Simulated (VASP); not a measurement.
# GaP (zincblende type) (F-43m) in VASP: notebook

GaP (zincblende type) is run at these levels: PBE; tasks: single point, relaxation of cell and atoms.

Program: VASP 6.6.1. These are calculated values, not measurements. Logs are shortened: lines on timing, memory, paths and dates and some standing lists are left out, and cuts for length are marked.

## 1. The cell of the first run

Symmetry: F-43m, No. 216, cubic system. The conventional cell has a = 5.203 Å, b = 5.203 Å, c = 5.203 Å, α = 90.00°, β = 90.00°, γ = 90.00°. Ga (site symmetry -43m) has 4 P at 2.25 Å within 3.0 Å. P (site symmetry -43m) has 4 Ga at 2.25 Å within 3.0 Å.

## 2. Single point, PBE

INCAR

```
SYSTEM = GaP
ALGO     = Normal         ! electronic algorithm
EDIFF    = 1E-7           ! SCF threshold, eV
ENCUT    = 520            ! plane-wave cutoff, eV
GGA      = PE             ! functional
ISIF     = 2              ! what is computed and relaxed
ISMEAR   = -1             ! smearing method
LASPH    = .True.         ! aspherical terms in the spheres
LCHARG   = .False.        ! write CHGCAR
LREAL    = .False.        ! projectors in reciprocal space
LWAVE    = .False.        ! write WAVECAR
NBANDS   = 16             ! bands
NELM     = 80             ! most SCF steps
PREC     = Accurate       ! precision mode
SIGMA    = 0.05           ! smearing width, eV
```

KPOINTS

```
k-points
0
Gamma
  13 13 13
  0 0 0
```

POSCAR

```
GaP
1.0
    0.0000000000      2.6015534631      2.6015534631
    2.6015534631      0.0000000000      2.6015534631
    2.6015534631      2.6015534631      0.0000000000
Ga P
1 1
Direct
    0.0000000000      0.0000000000      0.0000000000
    0.2500000000      0.2500000000      0.2500000000
```

Potentials or basis: VASP PAW PBE potentials, release 64 (Ga_d, P).

On the command line:

```console
$ cat potpaw_PBE.64/Ga_d/POTCAR potpaw_PBE.64/P/POTCAR > POTCAR
$ mpirun -np 1 vasp_std > vasp.out
```

OUTCAR:

```text
SYSTEM = GaP
   EDIFF = 1E-7
   ENCUT = 520
   GGA = PE
   ISIF = 2
   ISMEAR = -1
   LASPH = .True.
   LREAL = .False.
   NELM = 80
   PREC = Accurate

 ion  position               nearest neighbor table
   1  0.000  0.000  0.000-   2 2.25   2 2.25   2 2.25   2 2.25
   2  0.250  0.250  0.250-   1 2.25   1 2.25   1 2.25   1 2.25

  LATTYP: Found a face centered cubic cell.
 ALAT       =     5.2031069262

  Lattice vectors:

 A1 = (   0.0000000000,   2.6015534631,   2.6015534631)
 A2 = (   2.6015534631,   0.0000000000,   2.6015534631)
 A3 = (   2.6015534631,   2.6015534631,   0.0000000000)

Analysis of symmetry for initial positions (statically):
=====================================================================
 Subroutine PRICEL returns:
 Original cell was already a primitive cell.

 Routine SETGRP: Setting up the symmetry group for a
 face centered cubic supercell.

 Subroutine GETGRP returns: Found 24 space group operations
 (whereof 24 operations were pure point group operations)
 out of a pool of 48 trial point group operations.

The static configuration has the point symmetry T_d .

Analysis of symmetry for dynamics (positions and initial velocities):
=====================================================================
 Subroutine PRICEL returns:
 Original cell was already a primitive cell.

 Routine SETGRP: Setting up the symmetry group for a
 face centered cubic supercell.

 Subroutine GETGRP returns: Found 24 space group operations
 (whereof 24 operations were pure point group operations)
 out of a pool of 48 trial point group operations.

The dynamic configuration has the point symmetry T_d .

 Subroutine INISYM returns: Found 24 space group operations
 (whereof 24 operations are pure point group operations),
 and found     1 'primitive' translations

----------------------------------------------------------------------------------------

                                     Primitive cell

  volume of cell :      35.2150

  direct lattice vectors                    reciprocal lattice vectors
     0.000000000  2.601553463  2.601553463    -0.192192860  0.192192860  0.192192860
     2.601553463  0.000000000  2.601553463     0.192192860 -0.192192860  0.192192860
     2.601553463  2.601553463  0.000000000     0.192192860  0.192192860 -0.192192860

  length of vectors
     3.679152191  3.679152191  3.679152191     0.332887798  0.332887798  0.332887798

  position of ions in fractional coordinates (direct lattice)
     0.000000000  0.000000000  0.000000000
     0.250000000  0.250000000  0.250000000

  ion indices of the primitive-cell ions
   primitive index   ion index
                 1           1
                 2           2

----------------------------------------------------------------------------------------

 KPOINTS: k-points

Automatic generation of k-mesh.
 Grid dimensions read from file:
 generate k-points for:   13   13   13

 Generating k-lattice:

  Cartesian coordinates                     Fractional coordinates (reciprocal lattice)
    -0.014784066  0.014784066  0.014784066     0.076923077  0.000000000  0.000000000
     0.014784066 -0.014784066  0.014784066     0.000000000  0.076923077  0.000000000
     0.014784066  0.014784066 -0.014784066     0.000000000  0.000000000  0.076923077

  Length of vectors
     0.025606754  0.025606754  0.025606754

  Shift w.r.t. Gamma in fractional coordinates (k-lattice)
     0.000000000  0.000000000  0.000000000

 Subroutine IBZKPT returns following result:
 ===========================================

 Found     84 irreducible k-points:

 Following reciprocal coordinates:
            Coordinates               Weight
  0.000000  0.000000  0.000000      1.000000
  0.076923  0.000000  0.000000      8.000000
  0.153846  0.000000  0.000000      8.000000
  0.230769  0.000000  0.000000      8.000000
  0.307692  0.000000  0.000000      8.000000
  0.384615  0.000000  0.000000      8.000000
[... 16 lines left out ...]
  0.384615  0.153846  0.000000     24.000000
  0.461538  0.153846  0.000000     24.000000
 [... further k-points ...]
   k-points           NKPTS =     84   k-points in BZ     NKDIM =     84   number of bands    NBANDS=     16
   number of dos      NEDOS =    301   number of ions     NIONS =      2
   total plane-waves  NPLWV =  21952
   dimension x,y,z NGX =    28 NGY =   28 NGZ =   28
   dimension x,y,z NGXF=    56 NGYF=   56 NGZF=   56
   ions per type =               1   1
   NGX,Y,Z   is equivalent  to a cutoff of  12.65, 12.65, 12.65 a.u.
   NGXF,Y,Z  is equivalent  to a cutoff of  25.30, 25.30, 25.30 a.u.
 SYSTEM =  GaP
   PREC   = accura    normal or accurate (medium, high low for compatibility)
   ISTART =      0    job   : 0-new  1-cont  2-samecut
   ICHARG =      2    charge: 1-file 2-atom 10-const
   ISPIN  =      1    spin polarized calculation?
   LNONCOLLINEAR =      F non collinear calculations
   LSORBIT =      F    spin-orbit coupling
   LASPH  =      T    aspherical Exc in radial PAW
   ENCUT  =  520.0 eV  38.22 Ry    6.18 a.u.   6.84  6.84  6.84*2*pi/ulx,y,z
   NELM   =     80;   NELMIN=  2; NELMDL= -5     # of ELM steps
   EDIFF  = 0.1E-06   stopping-criterion for ELM
   LREAL  =      F    real-space projection
   EDIFFG = 0.1E-05   stopping-criterion for IOM
   NSW    =      0    number of steps for IOM
   IBRION =     -1    ionic relax: 0-MD 1-quasi-New 2-CG
   NFREE  =      0    steps in history (QN), initial steepest desc. (CG)
   ISIF   =      2    stress and relaxation
   ISYM   =      2    0-nonsym 1-usesym 2-fastsym
   POTIM  = 0.5000    time-step for ionic-motion
   TEBEG  =    0.0;   TEEND  =   0.0 temperature during run
   PSTRESS=    0.0 pullay stress
   NELECT =      18.0000    total number of electrons
   NUPDOWN=      -1.0000    fix difference up-down
   EMIN   =  10.00;   EMAX   =-10.00  energy-range for DOS
   EFERMI =   0.00;   METHOD = LEGACY
   ISMEAR =    -1;   SIGMA  =   0.05  broadening in eV -4-tet -1-fermi 0-gaus
   EFERMI_NEDOS =   21; number of points for ismear=-14 and -15
   IALGO  =     38    algorithm
   IMIX   =      4    mixing-type and parameters
     AMIX     =   0.40;   BMIX     =  1.00
     AMIX_MAG =   1.60;   BMIX_MAG =  1.00
  volume/ion in A,a.u.               =      17.61       118.82
  Fermi-wavevector in a.u.,A,eV,Ry     =   1.308950  2.473556 23.311528  1.713349
  Thomas-Fermi vector in A             =   2.439582
   LORBIT       =      0    0 simple, 1 ext, 2 COOP (PROOUT), +10 PAW based schemes
   GGA     = PE    functional components
   LHFCALC =     F    Hartree Fock is set to
   AEXX    =    0.0000 exact exchange contribution
   IVDW    =     0    specifies the selected vdW correction
   LEPSILON=     F    determine dielectric tensor
   LRPA    =     F    only Hartree local field effects (RPA)
 non-spin polarized calculation
  energy-cutoff  :      520.00
  volume of cell :       35.22
 maximum number of plane-waves:       962
   NGX = 13   NGY = 13   NGZ = 13

 number of electron      18.0000014 magnetization

 Free energy of the ion-electron system (eV)
  ---------------------------------------------------
  ext. energy  EPLUGINS =         0.00000000
  ---------------------------------------------------
  free energy    TOTEN  =        -8.79829731 eV

  energy without entropy =       -8.79829729  energy(sigma->0) =       -8.79829730

 E-fermi :   6.8325     XC(G=0): -10.4834

 val. band max:        6.1899323345   @ k =   0.0000   0.0000   0.0000
 cond. band min:       7.4972905630   @ k =   0.4615   0.4615   0.0000
 fundamental gap:      1.3073582285
 Fermi energy:         6.8324531709

 k-point     1 :       0.0000    0.0000    0.0000
  band No.  band energies     occupation
      1      -8.6785      2.00000
      2      -8.6785      2.00000
      3      -8.6785      2.00000
      4      -8.5280      2.00000
      5      -8.5280      2.00000
      6      -7.4444      2.00000
[... 8 lines left out ...]
     15      16.1537      0.00000
     16      16.1537      0.00000

 k-point     2 :       0.0769    0.0000    0.0000
  band No.  band energies     occupation
      1      -8.6906      2.00000
      2      -8.6755      2.00000
      3      -8.6755      2.00000
      4      -8.5281      2.00000
      5      -8.5281      2.00000
      6      -7.3495      2.00000
[... 8 lines left out ...]
     15      15.7932      0.00000
     16      16.0461      0.00000

 k-point     3 :       0.1538    0.0000    0.0000
  band No.  band energies     occupation
      1      -8.7197      2.00000
      2      -8.6678      2.00000
      3      -8.6678      2.00000
      4      -8.5281      2.00000
      5      -8.5281      2.00000
      6      -7.0738      2.00000
[... 8 lines left out ...]
     15      15.2823      0.00000
     16      16.8005      0.00000

 k-point     4 :       0.2308    0.0000    0.0000
  band No.  band energies     occupation
      1      -8.7538      2.00000
      2      -8.6580      2.00000
      3      -8.6580      2.00000
      4      -8.5268      2.00000
      5      -8.5268      2.00000
      6      -6.6378      2.00000
[... 8 lines left out ...]
     15      15.1949      0.00000
     16      16.6073      0.00000
[... 324 lines left out ...]
 k-point    22 :       0.3077    0.1538    0.0000
  band No.  band energies     occupation
      1      -8.7855      2.00000
      2      -8.6416      2.00000
      3      -8.6366      2.00000
      4      -8.5458      2.00000
      5      -8.5140      2.00000
      6      -6.1643      2.00000
[... 8 lines left out ...]
     15      16.9180      0.00000
     16      18.2760      0.00000

 k-point    23 :       0.3846    0.1538    0.0000
  band No.  band energies     occupation
      1      -8.8046      2.00000
      2      -8.6371      2.00000
      3      -8.6293      2.00000
      4      -8.5432      2.00000
      5      -8.5117      2.00000
      6      -5.5812      2.00000
[... 8 lines left out ...]
     15      17.7145      0.00000
     16      18.1223      0.00000

 k-point    24 :       0.4615    0.1538    0.0000
  band No.  band energies     occupation
      1      -8.8173      2.00000
      2      -8.6351      2.00000
      3      -8.6257      2.00000
      4      -8.5370      2.00000
      5      -8.5118      2.00000
      6      -4.9839      2.00000
[... 8 lines left out ...]
     15      18.4889      0.00000
     16      18.9932      0.00000

 [... further k-points ...]

------------------------ aborting loop because EDIFF is reached ----------------------------------------

  FORCE on cell =-STRESS in cart. coord.  units (eV):
  Direction    XX          YY          ZZ          XY          YZ          ZX
  --------------------------------------------------------------------------------------
  -------------------------------------------------------------------------------------
  Total        4.1447020      4.1447020      4.1447020     -0.0000000      0.0000000     -0.0000000
  in kB      188.5713167    188.5713167    188.5713167     -0.0000000      0.0000000     -0.0000000
  external PRESSURE =     188.5713167 kB  Pullay stress =       0.0000000 kB

 VOLUME and BASIS-vectors are now :
 -----------------------------------------------------------------------------
  energy-cutoff  :      520.00
  volume of cell :       35.22
      direct lattice vectors                 reciprocal lattice vectors
     0.000000000  2.601553463  2.601553463    -0.192192860  0.192192860  0.192192860
     2.601553463  0.000000000  2.601553463     0.192192860 -0.192192860  0.192192860
     2.601553463  2.601553463  0.000000000     0.192192860  0.192192860 -0.192192860

 POSITION                                       TOTAL-FORCE (eV/Angst)
 -----------------------------------------------------------------------------------
      0.00000      0.00000      0.00000        -0.000000     -0.000000     -0.000000
      1.30078      1.30078      1.30078         0.000000      0.000000      0.000000
 -----------------------------------------------------------------------------------
    total drift:                                0.000002      0.000002      0.000002

  FREE ENERGIE OF THE ION-ELECTRON SYSTEM (eV)
  ---------------------------------------------------
  free  energy   TOTEN  =        -8.7982973106 eV

  energy  without entropy=       -8.7982972898  energy(sigma->0) =       -8.79829730
```

It took 41 s on 1 thread of Intel Xeon Platinum 8375C at 2.90GHz (Ice Lake), shared host; peak memory 0.18 GiB.

Results:

* Free energy: -8.7983 eV
* Pressure: 18.9 GPa
* Band gap on the k mesh: 1.31 eV, indirect (least direct gap 3.01 eV)

A k mesh can miss the band edges.

## 3. Relaxation of cell and atoms, PBE, target pressure 19 GPa, at which the enthalpy is minimised

This run uses another cell than the first one, of 16.90 Å³/atom, 0.960 times its volume.

INCAR

```
SYSTEM = GaP
PREC = Accurate
ENCUT = 600
EDIFF = 1E-6
ISMEAR = -1
SIGMA = 0.05
LREAL = .FALSE.
LASPH = .TRUE.
NELM = 80
ALGO = Normal
ISIF = 3
LWAVE = .FALSE.
LCHARG = .FALSE.
GGA = PE
IBRION = 2
NSW = 60
EDIFFG = -0.005
PSTRESS = 190.0
```

KPOINTS

```
regular mesh
0
G
  13 13 13
  0 0 0
```

POSCAR

```
GaP
1.0
    0.0000000000      2.5660129158      2.5660129158
    2.5660129158      0.0000000000      2.5660129158
    2.5660129158      2.5660129158      0.0000000000
Ga P
1 1
Direct
    0.0000000000      0.0000000000      0.0000000000
    0.2500000000      0.2500000000      0.2500000000
```

Potentials or basis: VASP PAW PBE potentials, release 64 (Ga_d, P).

On the command line:

```console
$ cat potpaw_PBE.64/Ga_d/POTCAR potpaw_PBE.64/P/POTCAR > POTCAR
$ mpirun -np 1 vasp_std > vasp.out
```

It took 2.6 min on 1 thread of Intel Xeon Platinum 8375C at 2.90GHz (Ice Lake), shared host; peak memory 0.21 GiB.

Results (log left out):

* Free energy: -8.7925 eV
* Relaxed volume: 17.58 Å³/atom
* Relaxed cell: a = 3.678 Å, b = 3.678 Å, c = 3.678 Å, α = 60.00°, β = 60.00°, γ = 60.00°
* Space group after relaxing (to 0.05 Å): F-43m (No. 216)
* Energy change on relaxing (the enthalpy is what falls): -95.5 meV/atom
* Ionic steps: 7
* Pressure after relaxing: 19.0 GPa
* Band gap on the k mesh: 1.30 eV, indirect (least direct gap 3.03 eV)

Step by step:
```csv
step,energy change (eV),largest force (eV/Å),pressure (GPa),volume (Å³)
1,0.0000,0.0000,25.58,33.79
2,-0.3880,0.0000,10.99,37.30
3,-0.1947,0.0000,18.85,35.20
4,-0.1908,0.0000,19.11,35.17
5,-0.1909,0.0000,19.06,35.17
6,-0.1910,0.0000,19.05,35.17
7,-0.1910,0.0000,19.04,35.17
```

Final structure:
```
CELL_PARAMETERS angstrom
0.00000 2.60041 2.60041
2.60041 0.00000 2.60041
2.60041 2.60041 0.00000
ATOMIC_POSITIONS crystal
Ga 0.00000 0.00000 0.00000
P 0.25000 0.25000 0.25000
```

Levels at points of the mesh, in eV from the valence-band top:
| k point | band 7 | band 8 | band 9 | band 10 | band 11 | band 12 |
| --- | --- | --- | --- | --- | --- | --- |
| (0.00, 0.00, 0.00) | 0.00 | 0.00 | 0.00 | 3.03 | 3.81 | 3.81 |

Caveat: the cell is relaxed towards a set pressure, so the enthalpy falls and the energy may rise. A k mesh can miss the band edges.
